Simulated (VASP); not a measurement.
Wanted: the native input for a VASP 6.6.1 run.

| Property | Result |
| --- | --- |
| Task | single point |
| Functional | PBEsol |
| Potentials or basis | VASP PAW PBE potentials, release 64 (Ti_sv, Pt) |
| Cutoff | 520 eV |
| k mesh | 12 × 12 × 12 |
| Occupations | gaussian, width 0.1 eV |
| Spin | no spin polarisation |
| Dipole correction | no |
| Further INCAR settings | ALGO = Fast; EDIFF = 1e-06; NBANDS = 29 |

The structure of TiPt3 lies in POSCAR:

```
TiPt3
1.0
    3.9379636988      0.0000000000      0.0000000000
    0.0000000000      3.9379636988      0.0000000000
    0.0000000000      0.0000000000      3.9379636988
Ti Pt
1 3
Direct
    0.0000000000      0.0000000000      0.0000000000
    0.0000000000      0.5000000000      0.5000000000
    0.5000000000      0.0000000000      0.5000000000
    0.5000000000      0.5000000000      0.0000000000
```

One way to write it, as run:

INCAR

```
  PREC = Accurate
  ENCUT = 520
  EDIFF = 1E-6
  ISMEAR = 0
  SIGMA = 0.1
  LREAL = False
  LASPH = True
  NELM = 80
  ALGO = Fast
  ISIF = 2
  LWAVE = False
  LCHARG = False
  GGA = PS
  NBANDS = 29
```

KPOINTS

```
Automatic mesh
0
Gamma
  12 12 12
```

Potentials or basis: VASP PAW PBE potentials, release 64 (Ti_sv, Pt).

Run with:

```console
$ cat potpaw_PBE.64/Ti_sv/POTCAR potpaw_PBE.64/Pt/POTCAR > POTCAR
$ mpirun -np 1 vasp_std > vasp.out
```

Results of the run:

| Item | Value |
| --- | --- |
| Pressure | -7.6 GPa |
| Band gap on the k mesh | zero (bands 21 and 22 overlap by 1.78 eV) |

Caveat: the cell stands under tension; the PAW data sets were made with another functional, which shifts forces and pressure a little; spin-orbit coupling is left out, which moves the levels of the heavy elements.

Run time: 8.6 min on 1 thread of Intel Xeon 8259CL (shared host), peak memory 0.27 GiB.
